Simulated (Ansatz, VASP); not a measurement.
One calculation of HfN, two programs

```xyz
2
Lattice="0.0452 2.2816 2.2816 2.2816 0.0452 2.2816 2.2816 2.2816 0.0452" Properties=species:S:1:pos:R:3 pbc="T T T"
Hf    0.0000    0.0000    0.0000
N     2.3042    2.3042    2.3042
```

Change from the starting cell: equal xy, yz and zx shear strains of +2 %, PAW files.

Alike in both runs: task electric field gradients; functional PBEsol; k mesh 10 × 10 × 10; occupations fermi-dirac, width 0.01 eV; no spin polarisation.

```csv
,VASP,Ansatz
version,VASP 6.6.1,Ansatz 0.2.0
potentials or method,"VASP PAW PBE potentials, release 64 (Hf_pv, N)","PAW with Ansatz's default frozen-core files, scalar-relativistic"
plane-wave cutoff (eV),520,420
valence electrons in the cell,15,31
```

```csv
,VASP,Ansatz,Ansatz less VASP
pressure (GPa),-5.1,-2.9,+2.16
"traceless stress, the component that is largest in VASP (GPa)",-1.99,-2.00,-0.007
size of Vzz on the site where it differs most (V/Å²),15.6,17.7,+2.07
```

VASP's potentials were made for PBE, not for PBEsol. With one functional, cell and mesh, what is left measures potentials, basis and numerics. VASP's potentials hold 15 valence electrons a cell and Ansatz's 31, so a difference there can come from the potentials and not from the codes.

Spin-orbit coupling is off throughout.
